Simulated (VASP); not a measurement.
Input of a VASP 6.6.1 run:

INCAR

```
  ALGO = Normal
  EDIFF = 1E-8
  ENCUT = 470
  GGA_COMPAT = F
  ISIF = 2
  ISMEAR = -1
  LASPH = T
  LCHARG = F
  LEFG = T
  LREAL = F
  LWAVE = F
  NBANDS = 25
  NELM = 120
  PREC = Accurate
  SIGMA = 0.05
```

KPOINTS

```
Automatic mesh
0
Gamma
  15 15 15
  0.5 0.5 0.5
```

POSCAR

```
PdPt
1.0
    1.1383073410      0.6572020498      3.7045866346
   -1.1383073410      0.6572020498      3.7045866346
    0.0000000000     -1.3144040995      3.7045866346
Pd Pt
1 1
Direct
    0.0000000000      0.0000000000      0.0000000000
    0.5000000000      0.5000000000      0.5000000000
```

Potentials or basis: VASP PAW LDA potentials, release 64 (Pd_sv_GW, Pt_sv_GW).

The run is started by

```console
$ cat potpaw_LDA.64/Pd_sv_GW/POTCAR potpaw_LDA.64/Pt_sv_GW/POTCAR > POTCAR
$ mpirun -np 1 vasp_std > vasp.out
```

Q: Predict the pressure.

A: 599.9 GPa.

Q: Predict the band gap on the k mesh.

A: Zero (bands 18 and 19 overlap by 4.30 eV).

Stress tensor (GPa, compression positive):
```
600.18   0.00   0.00
  0.00 600.18   0.00
  0.00   0.00 599.27
```

Caveat: the cell stands under pressure; without QUAD_EFG the Cq values of the log hold for a quadrupole moment of 1 mb, not for the nuclei; spin-orbit coupling is left out, which moves the levels of the heavy elements.
